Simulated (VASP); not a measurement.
Set up this calculation in VASP 6.6.1, as the native input.

```
Task                   : single point
Functional             : PBE
Potentials or basis    : VASP PAW PBE potentials, release 64 (In_d, Ga_d, P)
Cutoff                 : 520 eV
k mesh                 : 10 × 10 × 4
Occupations            : gaussian, width 0.02 eV
Spin                   : no spin polarisation
Dipole correction      : no
Further INCAR settings : ALGO = Normal; EDIFF = 1e-06; NBANDS = 46
```

The structure of In3GaP4 lies in POSCAR:

```
In3GaP4
1.0
    4.1268332000      0.0000000000      0.0000000000
    0.0000000000      4.1268332000      0.0000000000
    0.0000000000      0.0000000000     11.7397807000
In Ga P
3 1 4
Direct
    0.0000000000      0.0000000000      0.7408590000
    0.5000000000      0.5000000000      0.0000000000
    0.0000000000      0.0000000000      0.2591410000
    0.5000000000      0.5000000000      0.5000000000
    0.5000000000      0.0000000000      0.8704020000
    0.0000000000      0.5000000000      0.1295980000
    0.5000000000      0.0000000000      0.3895500000
    0.0000000000      0.5000000000      0.6104500000
```

One way to write it, as run:

INCAR

```
PREC = Accurate
ENCUT = 520
EDIFF = 1E-6
ISMEAR = 0
SIGMA = 0.02
LREAL = F
LASPH = T
NELM = 80
ALGO = Normal
ISIF = 2
LWAVE = F
LCHARG = F
GGA = PE
NBANDS = 46
```

KPOINTS

```
Automatic mesh
0
Gamma
  10 10 4
```

Potentials or basis: VASP PAW PBE potentials, release 64 (In_d, Ga_d, P).

Command:

```console
$ cat potpaw_PBE.64/In_d/POTCAR potpaw_PBE.64/Ga_d/POTCAR potpaw_PBE.64/P/POTCAR > POTCAR
$ mpirun -np 1 vasp_std > vasp.out
```

It gave:

```json
{"Pressure": "0.0 GPa", "Largest force": "0.006 eV/Å", "Band gap on the k mesh": "0.56 eV, direct"}
```

Caveat: spin-orbit coupling is left out, which moves the levels of the heavy elements.

Wall time 15 min on 1 thread of Intel Xeon 8259CL, on a shared host, peak memory 0.61 GiB.
